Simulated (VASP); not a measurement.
Crystal: TmH2.

```
CELL_PARAMETERS angstrom
4.17773 0.00000 0.00000
-2.08886 3.61802 0.00000
0.00000 0.00000 5.20491
ATOMIC_POSITIONS crystal
Tm 0.33333 0.66667 0.25000
Tm 0.66667 0.33333 0.75000
H 0.33333 0.66667 0.75000
H 0.66667 0.33333 0.25000
H 0.00000 0.00000 0.00000
H 0.00000 0.00000 0.50000
```

The cell was generated, and may not be a known phase.

| Property | Result |
| --- | --- |
| Program | VASP 6.6.1 |
| Task | relaxation of cell and atoms |
| Functional | PBE |
| Potentials or basis | VASP PAW PBE potentials, release 64 (Tm_3, H), 4f in core |
| Cutoff | 500 eV |
| k mesh | 6 × 6 × 4 |
| Occupations | gaussian, width 0.1 eV |
| Spin | no spin polarisation |

At the start: pressure -12.7 GPa; volume 13.11 Å³/atom.

Q: Where does the relaxation end?

A: Over 9 steps the energy falls by 196.7 meV/atom and the volume is 10.44 Å³/atom (-20.4 %); space group P6_3/mmc (No. 194, to 0.1 Å) before and after.

The path:
```csv
step,energy change (eV),largest force (eV/Å),pressure (GPa),volume (Å³)
1,0.0000,0.0000,-12.68,78.67
2,-0.8082,0.0000,-6.03,67.40
3,-0.9789,0.0000,0.08,61.89
4,-0.9851,0.0000,1.88,60.64
5,-1.0743,0.0000,1.90,60.77
6,-1.1669,0.0000,2.44,60.86
7,-1.1668,0.0000,2.56,60.85
8,-1.1785,0.0000,-0.84,63.28
9,-1.1804,0.0000,0.04,62.61
```

Final structure:
```cif
data_structure
_symmetry_space_group_name_H-M 'P 1'
_symmetry_Int_Tables_number 1
_cell_length_a 3.6275
_cell_length_b 3.6275
_cell_length_c 5.4942
_cell_angle_alpha 90.000
_cell_angle_beta 90.000
_cell_angle_gamma 120.000
_cell_volume 62.61
loop_
_atom_site_label
_atom_site_type_symbol
_atom_site_fract_x
_atom_site_fract_y
_atom_site_fract_z
_atom_site_occupancy
Tm1 Tm 0.33333 0.66667 0.25000 1
Tm2 Tm 0.66667 0.33333 0.75000 1
H1 H 0.33333 0.66667 0.75000 1
H2 H 0.66667 0.33333 0.25000 1
H3 H 0.00000 0.00000 0.00000 1
H4 H 0.00000 0.00000 0.50000 1
```

Caveat: the volume moved by over 15 % at a fixed basis, so the end points are rough.
